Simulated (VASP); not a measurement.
## FeC2: single point with PBE

The system is FeC2.

```
CELL_PARAMETERS angstrom
0.00000 2.90237 2.90237
2.90237 0.00000 2.90237
2.90237 2.90237 0.00000
ATOMIC_POSITIONS crystal
Fe 0.00000 0.00000 0.00000
Fe 0.25000 0.25000 0.25000
C 0.62500 0.62500 0.62500
C 0.12500 0.62500 0.62500
C 0.62500 0.62500 0.12500
C 0.62500 0.12500 0.62500
```

| Item | Value |
| --- | --- |
| Program | VASP 6.6.1 |
| Task | single point |
| Functional | PBE |
| Potentials or basis | VASP PAW PBE potentials, release 64 (Fe, C) |
| Cutoff | 520 eV |
| k mesh | 6 × 6 × 6 |
| Occupations | gaussian, width 0.1 eV |
| Spin | collinear spin, ferromagnetic start |
| Starting moments | [2.99, 2.99, 0.0, 0.0, 0.0, 0.0] μB |
| Dipole correction | no |
| Further INCAR settings | ALGO = Normal; EDIFF = 1e-07; NBANDS = 29 |

```yaml
Pressure: 0.0 GPa
Net_moment: 4.95 μB per cell
Site_moments: Fe +2.52; C -0.01 μB
Valence_electrons_inside_the_program's_atomic_spheres: Fe 7.10; C 2.15
```

Levels at points of the mesh, in eV from the Fermi level:
Spin up:
| k point | band 15 | band 16 | band 17 | band 18 | band 19 | band 20 | band 21 | band 22 |
| --- | --- | --- | --- | --- | --- | --- | --- | --- |
| (0.00, 0.00, 0.00) | -2.03 | -0.51 | -0.51 | -0.51 | 0.65 | 0.70 | 0.70 | 5.19 |
| (0.50, 0.00, 0.00) | -1.85 | -1.72 | -1.72 | 0.54 | 1.03 | 1.04 | 1.04 | 1.10 |
| (0.50, 0.50, 0.00) | -1.71 | -1.71 | 0.78 | 0.78 | 0.85 | 0.85 | 1.63 | 1.63 |
Spin down:
```csv
k point,band 11,band 12,band 13,band 14,band 15,band 16
"(0.00, 0.00, 0.00)",-0.50,-0.50,-0.50,0.91,0.91,1.16
"(0.50, 0.00, 0.00)",-0.85,-0.85,0.25,0.25,0.34,0.67
"(0.50, 0.50, 0.00)",-1.34,-1.34,-1.32,-1.32,0.66,0.66
```

Run time: 80 s on 1 thread of Intel(R) Xeon(R) Platinum 8175M CPU @ 2.50GHz (Skylake/Cascade Lake) (shared host), peak memory 0.21 GiB.
